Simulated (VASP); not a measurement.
Input of a VASP 6.6.1 run:

File INCAR:

```
ALGO     = Normal         # electronic algorithm
EDIFF    = 1E-7           # SCF threshold, eV
ENCUT    = 520            # plane-wave cutoff, eV
GGA      = PS             # functional
ISIF     = 2              # what is computed and relaxed
ISMEAR   = -1             # smearing method
ISPIN    = 2              # spin polarisation
LASPH    = True           # aspherical terms in the spheres
LCHARG   = True           # write CHGCAR
LELF     = True           # ELF
LMAXMIX  = 4              # l up to which the mixer works
LORBIT   = 11             # projections on sites
LREAL    = False          # projectors in reciprocal space
LVHAR    = True         
LWAVE    = False          # write WAVECAR
MAGMOM   = 2.5 0          # initial moments
NBANDS   = 16             # bands
NELM     = 150            # most SCF steps
PREC     = Accurate       # precision mode
SIGMA    = 0.1            # smearing width, eV
```

File KPOINTS:

```
k-points
0
Gamma
  13 13 13
```

POSCAR

```
CoH
1.0
    0.0000000000      1.8551674021      1.8551674021
    1.8551674021      0.0000000000      1.8551674021
    1.8551674021      1.8551674021      0.0000000000
Co H
1 1
Direct
    0.0000000000      0.0000000000      0.0000000000
    0.5000000000      0.5000000000      0.5000000000
```

Potentials or basis: VASP PAW PBE potentials, release 64 (Co, H).

Run with:

```console
$ cat potpaw_PBE.64/Co/POTCAR potpaw_PBE.64/H/POTCAR > POTCAR
$ mpirun -np 1 vasp_std > vasp.out
```

Question: What does it give for the pressure?

Answer: -10.5 GPa.

Question: What does it give for the site moments?

Answer: Co +1.21; H -0.01 μB.

Question: What does it give for the net moment?

Answer: 1.17 μB per cell.

Caveat: the cell stands under tension; the PAW data sets were made with another functional, which shifts forces and pressure a little.
